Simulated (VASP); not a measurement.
# Rh (P6_3/mmc) in VASP: further runs, part 2 of 2

VASP 6.6.1. Earlier steps stand in the parts before.

### Step 3. Single point, PBEsol (biaxial strain in the a-b plane: +3.0 %, then relaxed in part)

Contents of INCAR:

```
SYSTEM = Rh
ALGO = Fast
EDIFF = 1E-6
ENCUT = 520
GGA = PS
ISIF = 2
ISMEAR = 0
LASPH = .TRUE.
LCHARG = .FALSE.
LREAL = .FALSE.
LWAVE = .FALSE.
NBANDS = 38
NELM = 60
PREC = Accurate
SIGMA = 0.1
```

Contents of KPOINTS:

```
k-points
0
G
  24 24 6
  0 0 0
```

Contents of POSCAR:

```
Rh
1.0
    2.7556941709      0.0000000000      0.0000000000
   -1.3778470855      2.3865011571      0.0000000000
    0.0000000000      0.0000000000      8.5633832929
Rh
4
Direct
    0.0000000000      0.0000000000      0.0000000000
    0.3333333333      0.6666666667      0.2500000000
    0.0000000000      0.0000000000      0.5000000000
    0.6666666667      0.3333333333      0.7500000000
```

Potentials or basis: VASP PAW PBE potentials, release 64 (Rh_pv).

Started as:

```bash
$ cat potpaw_PBE.64/Rh_pv/POTCAR > POTCAR
$ mpirun -np 1 vasp_std > vasp.out
```

Run time: 4.9 min. Hardware: 1 thread of Intel Xeon 6975P-C, shared host; peak memory 0.44 GiB.

It converged, with:

| Item | Value |
| --- | --- |
| Free energy | -32.3256 eV |
| Pressure | -9.9 GPa |
| Band gap on the k mesh | zero (band 30 reaches 12.01 eV, above the bottom of band 31 at 10.21 eV) |

Stress tensor (GPa, compression positive):
```
-14.79   0.00   0.00
  0.00 -14.79   0.00
  0.00   0.00  -0.07
```

Levels at points of the mesh, in eV from the Fermi level:
```csv
k point,band 28,band 29,band 30,band 31,band 32,band 33
"(0.00, 0.00, 0.00)",-1.57,-1.57,-1.03,-1.03,-0.33,-0.33
"(0.50, 0.00, 0.00)",0.43,0.62,0.64,0.82,0.88,1.05
"(0.00, 0.00, 0.50)",-1.19,-1.19,-1.19,-0.81,-0.81,0.07
"(0.50, 0.00, 0.50)",-0.12,0.34,0.34,0.63,0.63,2.67
```

Caveat: the cell differs from its parent crystal (biaxial strain in the a-b plane: +3.0 %, then relaxed in part); the PAW data sets were made with another functional, which shifts forces and pressure a little.

### Step 4. Single point, PBEsol (biaxial strain in the a-b plane: +3.0 %)

Contents of INCAR:

```
SYSTEM = Rh
  ALGO = Fast
  EDIFF = 1E-7
  ENCUT = 520
  GGA = PS
  ISIF = 2
  ISMEAR = 0
  LASPH = .TRUE.
  LCHARG = .FALSE.
  LREAL = .FALSE.
  LWAVE = .FALSE.
  NBANDS = 38
  NELM = 60
  PREC = Accurate
  SIGMA = 0.1
```

KPOINTS is that of step 3.

POSCAR, as its differences from that of step 3:

```diff
@@ -4,3 +4,3 @@
    -1.3778470855      2.3865011571      0.0000000000
-    0.0000000000      0.0000000000      8.5633832929
+    0.0000000000      0.0000000000      8.5700502815
 Rh
```

Started as:

```bash
$ cat potpaw_PBE.64/Rh_pv/POTCAR > POTCAR
$ mpirun -np 1 vasp_std > vasp.out
```

Wall time 5.8 min (1 thread of Intel Xeon 6975P-C, shared host); peak memory 0.44 GiB.

It converged, with:

| Property | Result |
| --- | --- |
| Free energy | -32.3256 eV |
| Pressure | -10.1 GPa |
| Band gap on the k mesh | zero (band 30 reaches 12.00 eV, above the bottom of band 31 at 10.20 eV) |

Stress tensor (GPa, compression positive):
```
-14.92   0.00   0.00
  0.00 -14.92   0.00
  0.00   0.00  -0.47
```

Levels at points of the mesh, in eV from the Fermi level:
```
           k point  band 26  band 27  band 28  band 29  band 30  band 31  band 32  band 33  band 34  band 35
(0.00, 0.00, 0.00)    -2.55    -2.55    -1.56    -1.56    -1.02    -1.02    -0.33    -0.33     0.48     0.48
(0.50, 0.00, 0.00)     0.31     0.40     0.43     0.62     0.65     0.82     0.88     1.06     2.15     4.05
(0.00, 0.00, 0.50)    -2.91    -1.18    -1.18    -1.18    -1.18    -0.82    -0.82     0.07     0.07     0.07
(0.50, 0.00, 0.50)    -0.98    -0.12    -0.12     0.34     0.34     0.63     0.63     2.67     2.67     4.04
```

Caveat: the cell differs from its parent crystal (biaxial strain in the a-b plane: +3.0 %); the PAW data sets were made with another functional, which shifts forces and pressure a little.

### Step 5. Single point, PBEsol

This run uses another cell than the first one, of 13.35 Å³/atom, 0.967 times its volume.

Contents of INCAR:

```
SYSTEM = Rh
PREC = Accurate
ENCUT = 520
EDIFF = 1E-6
ISMEAR = -1
SIGMA = 0.15
LREAL = .FALSE.
LASPH = .TRUE.
NELM = 100
ALGO = Fast
ISIF = 2
LWAVE = .FALSE.
LCHARG = .FALSE.
GGA = PS
NBANDS = 38
```

Contents of KPOINTS:

```
regular mesh
0
G
  18 18 6
  0 0 0
```

Contents of POSCAR:

```
Rh
1.0
    2.6644442623      0.0000000000      0.0000000000
   -1.3322221312      2.3074764181      0.0000000000
    0.0000000000      0.0000000000      8.6849126519
Rh
4
Direct
    0.0000000000      0.0000000000      0.0000000000
    0.3333333333      0.6666666667      0.2500000000
    0.0000000000      0.0000000000      0.5000000000
    0.6666666667      0.3333333333      0.7500000000
```

Started as:

```bash
$ cat potpaw_PBE.64/Rh_pv/POTCAR > POTCAR
$ mpirun -np 1 vasp_std > vasp.out
```

Run time: 7.5 min. Hardware: 1 thread of Intel Xeon 8259CL, shared host; peak memory 0.32 GiB.

The run converged. Its results:

```
Free energy            : -32.6665 eV
Pressure               : 5.0 GPa
Band gap on the k mesh : zero (band 30 reaches 13.21 eV, above the bottom of band 31 at 11.10 eV)
```

Levels at points of the mesh, in eV from the Fermi level:
```csv
k point,band 28,band 29,band 30,band 31,band 32,band 33
"(0.00, 0.00, 0.00)",-1.51,-1.51,-0.89,-0.89,-0.35,-0.35
"(0.50, 0.00, 0.00)",0.65,0.71,0.89,0.89,0.94,1.15
"(0.00, 0.00, 0.50)",-1.24,-1.18,-1.18,-1.18,-1.18,0.10
"(0.50, 0.00, 0.50)",-0.10,0.63,0.63,0.86,0.86,2.92
```

Caveat: the PAW data sets were made with another functional, which shifts forces and pressure a little.

### Step 6. Relaxation of cell and atoms, PBEsol, target pressure 30 GPa, at which the enthalpy is minimised

This run uses another cell than the first one, of 12.43 Å³/atom, 0.900 times its volume.

Contents of INCAR:

```
SYSTEM = Rh
PREC = Accurate
ENCUT = 600
EDIFF = 1E-6
ISMEAR = 0
SIGMA = 0.1
LREAL = .FALSE.
LASPH = .TRUE.
NELM = 100
ALGO = Fast
ISIF = 3
LWAVE = .FALSE.
LCHARG = .FALSE.
GGA = PS
IBRION = 2
NSW = 70
EDIFFG = -0.008
PSTRESS = 300.0
```

Contents of KPOINTS:

```
Automatic mesh
0
G
  18 18 6
  0 0 0
```

Contents of POSCAR:

```
Rh
1.0
    2.6008688292      0.0000000000      0.0000000000
   -1.3004344146      2.2524184780      0.0000000000
    0.0000000000      0.0000000000      8.4849226367
Rh
4
Direct
    0.0000000000      0.0000000000      0.0000000000
    0.3333333333      0.6666666667      0.2500000000
    0.0000000000      0.0000000000      0.5000000000
    0.6666666667      0.3333333333      0.7500000000
```

Potentials or basis: VASP PAW PBE potentials, release 64 (Rh_pv).

Started as:

```bash
$ cat potpaw_PBE.64/Rh_pv/POTCAR > POTCAR
$ mpirun -np 1 vasp_std > vasp.out
```

Run time: 13 min. Hardware: 1 thread of Intel Xeon Platinum 8259CL at 2.50GHz (Skylake/Cascade Lake), shared host; peak memory 0.36 GiB.

The run converged. Its results:

| Quantity | Value |
| --- | --- |
| Free energy | -32.1113 eV |
| Relaxed volume | 12.45 Å³/atom |
| Relaxed cell | a = 2.602 Å, b = 2.602 Å, c = 8.490 Å, α = 90.00°, β = 90.00°, γ = 120.00° |
| Space group after relaxing (to 0.05 Å) | P6_3/mmc (No. 194) |
| Energy change on relaxing (the enthalpy is what falls) | -4.1 meV/atom |
| Ionic steps | 3 |
| Pressure after relaxing | 30.0 GPa |
| Band gap on the k mesh | zero (band 30 reaches 14.70 eV, above the bottom of band 31 at 12.33 eV) |

The path:
```
step  energy change (eV)  largest force (eV/Å)  pressure (GPa)  volume (Å³)
   1              0.0000                0.0000           30.81        49.71
   2             -0.0810                0.0000           26.81        50.16
   3             -0.0164                0.0000           30.02        49.79
```

Final structure:
```yaml
crystal:
  lattice:
    - [2.60232, 0.00000, 0.00000]
    - [-1.30116, 2.25368, 0.00000]
    - [0.00000, 0.00000, 8.49024]
  atoms:
    - { symbol: Rh, position: [0.00000, 0.00000, 0.00000] }
    - { symbol: Rh, position: [0.33333, 0.66667, 0.25000] }
    - { symbol: Rh, position: [0.00000, 0.00000, 0.50000] }
    - { symbol: Rh, position: [0.66667, 0.33333, 0.75000] }
```

Levels at points of the mesh, in eV from the Fermi level:
```tsv
k point	band 28	band 29	band 30	band 31	band 32	band 33
(0.00, 0.00, 0.00)	-1.70	-1.70	-1.02	-1.02	-0.40	-0.40
(0.50, 0.00, 0.00)	0.71	0.79	0.99	1.00	1.04	1.12
(0.00, 0.00, 0.50)	-1.39	-1.33	-1.33	-1.33	-1.33	0.09
(0.50, 0.00, 0.50)	-0.13	0.70	0.70	0.96	0.96	3.12
```

Caveat: the cell is relaxed towards a set pressure, so the enthalpy falls and the energy may rise; the PAW data sets were made with another functional, which shifts forces and pressure a little.

### Step 7. The runs side by side

| task | cell | k mesh | cutoff (eV) | smearing | gap on the mesh (eV) | pressure (GPa) |
| --- | --- | --- | --- | --- | --- | --- |
| single point | a = 2.692, b = 2.692, c = 8.798 Å, angles 90.0, 90.0, 120.0°, 4 atoms | 6 × 6 × 2 | 520 | gaussian 0.1 eV | none | -5.1 |
| single point | a = 2.756, b = 2.756, c = 8.563 Å, angles 90.0, 90.0, 120.0°, 4 atoms | 24 × 24 × 6 | 520 | gaussian 0.1 eV | none | -9.9 |
| single point | a = 2.756, b = 2.756, c = 8.570 Å, angles 90.0, 90.0, 120.0°, 4 atoms | 24 × 24 × 6 | 520 | gaussian 0.1 eV | none | -10.1 |
| single point | a = 2.664, b = 2.664, c = 8.685 Å, angles 90.0, 90.0, 120.0°, 4 atoms | 18 × 18 × 6 | 520 | fermi-dirac 0.15 eV | none | 5.0 |
| relaxation of cell and atoms | relaxed to 30 GPa from a = 2.601, b = 2.601, c = 8.485 Å, angles 90.0, 90.0, 120.0°, 4 atoms | 18 × 18 × 6 | 600 | gaussian 0.1 eV | none | 30.0 |

Alike in all rows: level PBEsol; potentials or basis VASP PAW PBE potentials, release 64 (Rh_pv); no spin polarisation.

Caveats: some runs use coarse meshes; the PAW data sets were made with another functional, which shifts forces and pressure a little; the cell is relaxed towards a set pressure, so the enthalpy falls and the energy may rise (some runs).

Absolute energies hang on the potentials; compare differences alone.
